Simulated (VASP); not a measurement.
A run of VASP 6.6.1:

The input INCAR:

```
SYSTEM = K
PREC = Accurate
ENCUT = 520
EDIFF = 1E-6
ISMEAR = -1
SIGMA = 0.15
LREAL = .FALSE.
LASPH = .TRUE.
NELM = 80
ALGO = Normal
ISIF = 2
LWAVE = .FALSE.
LCHARG = .TRUE.
GGA = CA
LELF = .TRUE.
LVHAR = .TRUE.
NBANDS = 10
```

File KPOINTS:

```
Automatic mesh
0
G
  16 16 16
  0 0 0
```

The input POSCAR:

```
K
1.0
   -2.5242060231      2.5242060231      2.5242060231
    2.5242060231     -2.5242060231      2.5242060231
    2.5242060231      2.5242060231     -2.5242060231
K
1
Direct
    0.0000000000      0.0000000000      0.0000000000
```

Potentials or basis: VASP PAW LDA potentials, release 64 (K_sv).

Launch:

```sh
$ cat potpaw_LDA.64/K_sv/POTCAR > POTCAR
$ mpirun -np 1 vasp_std > vasp.out
```

Hardware: 1 thread of Intel(R) Xeon(R) Platinum 8259CL CPU @ 2.50GHz (Skylake/Cascade Lake), with other jobs on the host.

**Question.** Estimate the wall time of this run.

**Answer.** Run time: 67 s on 1 thread of Intel(R) Xeon(R) Platinum 8259CL CPU @ 2.50GHz (Skylake/Cascade Lake), on a shared host, peak memory 0.22 GiB. Counts: scf iterations 10, k points 145.
